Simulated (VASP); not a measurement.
# InP (F-43m) in VASP: further runs, part 2 of 2

VASP 6.6.1.

## 5. Single point, PBE

This run uses another cell than the first one, of 25.27 Å³/atom, 1.064 times its volume.

INCAR

```
PREC     = Accurate       # precision mode
ENCUT    = 520            # plane-wave cutoff, eV
EDIFF    = 1E-6           # SCF threshold, eV
ISMEAR   = -1             # smearing method
SIGMA    = 0.02           # smearing width, eV
LREAL    = False          # projectors in reciprocal space
LASPH    = True           # aspherical terms in the spheres
NELM     = 80             # most SCF steps
ALGO     = Normal         # electronic algorithm
ISIF     = 2              # what is computed and relaxed
LWAVE    = False          # write WAVECAR
LCHARG   = False          # write CHGCAR
GGA      = PE             # functional
NBANDS   = 16             # bands
```

KPOINTS

```
Automatic mesh
0
Gamma
  13 13 13
```

POSCAR

```
InP
1.0
    0.0000000000      2.9343500000      2.9343500000
    2.9343500000      0.0000000000      2.9343500000
    2.9343500000      2.9343500000      0.0000000000
In P
1 1
Direct
    0.0000000000      0.0000000000      0.0000000000
    0.2500000000      0.2500000000      0.2500000000
```

Potentials or basis: VASP PAW PBE potentials, release 64 (In_d, P).

Command:

```sh
$ cat potpaw_PBE.64/In_d/POTCAR potpaw_PBE.64/P/POTCAR > POTCAR
$ mpirun -np 1 vasp_std > vasp.out
```

OUTCAR:

```text
PREC = Accurate
   ENCUT = 520
   EDIFF = 1E-6
   ISMEAR = -1
   LREAL = False
   LASPH = True
   NELM = 80
   ISIF = 2
   GGA = PE

 ion  position               nearest neighbor table
   1  0.000  0.000  0.000-   2 2.54   2 2.54   2 2.54   2 2.54
   2  0.250  0.250  0.250-   1 2.54   1 2.54   1 2.54   1 2.54

  LATTYP: Found a face centered cubic cell.
 ALAT       =     5.8687000000

  Lattice vectors:

 A1 = (   0.0000000000,   2.9343500000,   2.9343500000)
 A2 = (   2.9343500000,   0.0000000000,   2.9343500000)
 A3 = (   2.9343500000,   2.9343500000,   0.0000000000)
[... 623 lines left out ...]
      4      -8.8867      2.00000
      5      -8.8643      2.00000
      6      -4.6641      2.00000
[... 8 lines left out ...]
     15      15.8330      0.00000
     16      15.9173      0.00000

 [... further k-points ...]
[... 5 lines left out ...]
  --------------------------------------------------------------------------------------
  -------------------------------------------------------------------------------------
  Total        0.9442072      0.9442072      0.9442072     -0.0000000     -0.0000000     -0.0000000
  in kB       29.9372671     29.9372671     29.9372671     -0.0000000     -0.0000000     -0.0000000
  external PRESSURE =      29.9372671 kB  Pullay stress =       0.0000000 kB

 VOLUME and BASIS-vectors are now :
 -----------------------------------------------------------------------------
  energy-cutoff  :      520.00
  volume of cell :       50.53
      direct lattice vectors                 reciprocal lattice vectors
     0.000000000  2.934350000  2.934350000    -0.170395488  0.170395488  0.170395488
     2.934350000  0.000000000  2.934350000     0.170395488 -0.170395488  0.170395488
     2.934350000  2.934350000  0.000000000     0.170395488  0.170395488 -0.170395488

 POSITION                                       TOTAL-FORCE (eV/Angst)
 -----------------------------------------------------------------------------------
      0.00000      0.00000      0.00000         0.000000      0.000000      0.000000
      1.46717      1.46717      1.46717        -0.000000     -0.000000     -0.000000
 -----------------------------------------------------------------------------------
    total drift:                               -0.000000     -0.000000     -0.000000

  FREE ENERGIE OF THE ION-ELECTRON SYSTEM (eV)
  ---------------------------------------------------
  free  energy   TOTEN  =        -8.3868408353 eV

  energy  without entropy=       -8.3868408352  energy(sigma->0) =       -8.38684084
```

OSZICAR:

```text
N       E                     dE             d eps       ncg     rms          rms(c)
DAV:   1     0.112017583950E+03    0.11202E+03   -0.84039E+03  2712   0.125E+03
DAV:   2    -0.116857748911E+01   -0.11319E+03   -0.10836E+03  3016   0.302E+02
DAV:   3    -0.859818635960E+01   -0.74296E+01   -0.73946E+01  3440   0.754E+01
DAV:   4    -0.879658726801E+01   -0.19840E+00   -0.19834E+00  3464   0.133E+01
DAV:   5    -0.880644375251E+01   -0.98565E-02   -0.98563E-02  4000   0.253E+00    0.565E+00
DAV:   6    -0.841448706082E+01    0.39196E+00   -0.62064E-01  4272   0.128E+01    0.340E+00
DAV:   7    -0.838562040481E+01    0.28867E-01   -0.15987E-01  3904   0.317E+00    0.126E+00
DAV:   8    -0.838599724830E+01   -0.37684E-03   -0.15491E-02  3400   0.146E+00    0.328E-01
DAV:   9    -0.838661454388E+01   -0.61730E-03   -0.12994E-03  3352   0.382E-01    0.157E-01
DAV:  10    -0.838676596839E+01   -0.15142E-03   -0.24759E-04  4136   0.208E-01    0.104E-01
DAV:  11    -0.838684136347E+01   -0.75395E-04   -0.11802E-04  3240   0.948E-02    0.443E-02
DAV:  12    -0.838684083525E+01    0.52822E-06   -0.78937E-06  3200   0.284E-02
   1 F= -.83868408E+01 E0= -.83868408E+01  d E =-.477048E-10
```

stdout:

```text
POSCAR found type information on POSCAR InP
 POSCAR found :  2 types and       2 ions
 scaLAPACK will be used
 LDA part: xc-table for (Slater+PW92), standard interpolation
 POSCAR, INCAR and KPOINTS ok, starting setup
 FFT: planning ... GRIDC
 FFT: planning ... GRID_SOFT
 FFT: planning ... GRID
 WAVECAR not read
 entering main loop
```

Wall time 43 s (1 thread of Intel Xeon Platinum 8259CL at 2.50GHz (Skylake/Cascade Lake), shared host); peak memory 0.21 GiB.

What came out:

```yaml
Free_energy: -8.3868 eV
Pressure: 3.0 GPa
Band_gap_on_the_k_mesh: 0.69 eV, direct
```

Caveat: spin-orbit coupling is left out, which moves the levels of the heavy elements.

## 6. Single point, PBE (volume scaled by 1.02, then relaxed in part)

INCAR

```
ALGO = Normal ; EDIFF = 1E-7
ENCUT = 520 ; GGA = PE
ISIF = 2 ; ISMEAR = -1
LASPH = T ; LCHARG = F
LREAL = F ; LWAVE = F
NBANDS = 16 ; NELM = 100
PREC = Accurate ; SIGMA = 0.02
```

KPOINTS

```
k-points
0
Gamma
  13 13 13
```

POSCAR

```
InP
1.0
    0.0000000000      2.9537833478      2.9537833478
    2.9537833478      0.0000000000      2.9537833478
    2.9537833478      2.9537833478      0.0000000000
In P
1 1
Direct
    0.0000000000      0.0000000000      0.0000000000
    0.2500000000      0.2500000000      0.2500000000
```

Potentials or basis: VASP PAW PBE potentials, release 64 (In_d, P).

Command:

```sh
$ cat potpaw_PBE.64/In_d/POTCAR potpaw_PBE.64/P/POTCAR > POTCAR
$ mpirun -np 1 vasp_std > vasp.out
```

OUTCAR:

```text
EDIFF = 1E-7
   ENCUT = 520
   GGA = PE
   ISIF = 2
   ISMEAR = -1
   LASPH = T
   LREAL = F
   NELM = 100
   PREC = Accurate

 ion  position               nearest neighbor table
   1  0.000  0.000  0.000-   2 2.56   2 2.56   2 2.56   2 2.56
   2  0.250  0.250  0.250-   1 2.56   1 2.56   1 2.56   1 2.56

  LATTYP: Found a face centered cubic cell.
 ALAT       =     5.9075666956

  Lattice vectors:

 A1 = (   0.0000000000,   2.9537833478,   2.9537833478)
[... 190 lines left out ...]
      6      -6.4257      2.00000
[... 433 lines left out ...]
      3      -9.1576      2.00000
      4      -9.0715      2.00000
      5      -9.0508      2.00000
      6      -4.8038      2.00000
[... 8 lines left out ...]
     15      15.5393      0.00000
     16      15.6572      0.00000

 [... further k-points ...]
[... 5 lines left out ...]
  --------------------------------------------------------------------------------------
  -------------------------------------------------------------------------------------
  Total        0.5196628      0.5196628      0.5196628     -0.0000000      0.0000000      0.0000000
  in kB       16.1534873     16.1534873     16.1534873     -0.0000000      0.0000000      0.0000000
  external PRESSURE =      16.1534873 kB  Pullay stress =       0.0000000 kB

 VOLUME and BASIS-vectors are now :
 -----------------------------------------------------------------------------
  energy-cutoff  :      520.00
  volume of cell :       51.54
      direct lattice vectors                 reciprocal lattice vectors
     0.000000000  2.953783348  2.953783348    -0.169274433  0.169274433  0.169274433
     2.953783348  0.000000000  2.953783348     0.169274433 -0.169274433  0.169274433
     2.953783348  2.953783348  0.000000000     0.169274433  0.169274433 -0.169274433

 POSITION                                       TOTAL-FORCE (eV/Angst)
 -----------------------------------------------------------------------------------
      0.00000      0.00000      0.00000         0.000000      0.000000      0.000000
      1.47689      1.47689      1.47689        -0.000000     -0.000000     -0.000000
 -----------------------------------------------------------------------------------
    total drift:                               -0.000000     -0.000000     -0.000000

  FREE ENERGIE OF THE ION-ELECTRON SYSTEM (eV)
  ---------------------------------------------------
  free  energy   TOTEN  =        -8.4015779634 eV

  energy  without entropy=       -8.4015779629  energy(sigma->0) =       -8.40157796
```

OSZICAR:

```text
N       E                     dE             d eps       ncg     rms          rms(c)
DAV:   1     0.112273201228E+03    0.11227E+03   -0.83524E+03  2728   0.124E+03
DAV:   2    -0.116244799252E+01   -0.11344E+03   -0.10867E+03  3000   0.302E+02
DAV:   3    -0.860756669545E+01   -0.74451E+01   -0.74118E+01  3520   0.754E+01
DAV:   4    -0.880321716140E+01   -0.19565E+00   -0.19560E+00  3416   0.132E+01
DAV:   5    -0.881261737045E+01   -0.94002E-02   -0.94001E-02  4048   0.246E+00    0.548E+00
DAV:   6    -0.842692524891E+01    0.38569E+00   -0.61836E-01  4352   0.125E+01    0.329E+00
DAV:   7    -0.840024989137E+01    0.26675E-01   -0.15425E-01  3928   0.304E+00    0.124E+00
DAV:   8    -0.840072390726E+01   -0.47402E-03   -0.14780E-02  3368   0.142E+00    0.300E-01
DAV:   9    -0.840135352441E+01   -0.62962E-03   -0.12965E-03  3384   0.391E-01    0.149E-01
DAV:  10    -0.840150063985E+01   -0.14712E-03   -0.23133E-04  4128   0.187E-01    0.974E-02
DAV:  11    -0.840157771121E+01   -0.77071E-04   -0.11405E-04  3224   0.889E-02    0.394E-02
DAV:  12    -0.840157735476E+01    0.35646E-06   -0.74055E-06  3280   0.282E-02    0.114E-02
DAV:  13    -0.840157775813E+01   -0.40337E-06   -0.14145E-06  3432   0.592E-03    0.911E-03
DAV:  14    -0.840157794327E+01   -0.18514E-06   -0.22355E-07  3536   0.460E-03    0.172E-03
DAV:  15    -0.840157796344E+01   -0.20173E-07   -0.99807E-09  2400   0.781E-04
   1 F= -.84015780E+01 E0= -.84015780E+01  d E =-.516168E-09
```

stdout:

```text
POSCAR found type information on POSCAR InP
 POSCAR found :  2 types and       2 ions
 scaLAPACK will be used
 LDA part: xc-table for (Slater+PW92), standard interpolation
 POSCAR, INCAR and KPOINTS ok, starting setup
 FFT: planning ... GRIDC
 FFT: planning ... GRID_SOFT
 FFT: planning ... GRID
 WAVECAR not read
 entering main loop
```

It took 54 s on 1 thread of Intel Xeon Platinum 8259CL at 2.50GHz (Skylake/Cascade Lake), shared host; peak memory 0.22 GiB.

Results:

```
Free energy            : -8.4016 eV
Pressure               : 1.6 GPa
Band gap on the k mesh : 0.58 eV, direct
```

Caveat: the cell differs from its parent crystal (volume scaled by 1.02, then relaxed in part); spin-orbit coupling is left out, which moves the levels of the heavy elements.

## 7. The runs side by side

| cell | gap on the mesh (eV) | pressure (GPa) |
| --- | --- | --- |
| a = 4.065 Å, angles 60.0°, 2 atoms | 1.03 | 8.2 |
| a = 4.094 Å, angles 60.0°, 2 atoms | 0.91 | 6.3 |
| a = 4.122 Å, angles 60.0°, 2 atoms | 0.80 | 4.5 |
| a = 4.150 Å, angles 60.0°, 2 atoms | 0.69 | 3.0 |
| a = 4.177 Å, angles 60.0°, 2 atoms | 0.58 | 1.6 |

Alike in all rows: task single point; level PBE; potentials or basis VASP PAW PBE potentials, release 64 (In_d, P); no spin polarisation; k mesh 13 × 13 × 13; cutoff (eV) 520; smearing fermi-dirac 0.02 eV.

Caveats: spin-orbit coupling is left out, which moves the levels of the heavy elements.

Total energies depend on the potentials used, so only differences within one code and one set of settings carry meaning.
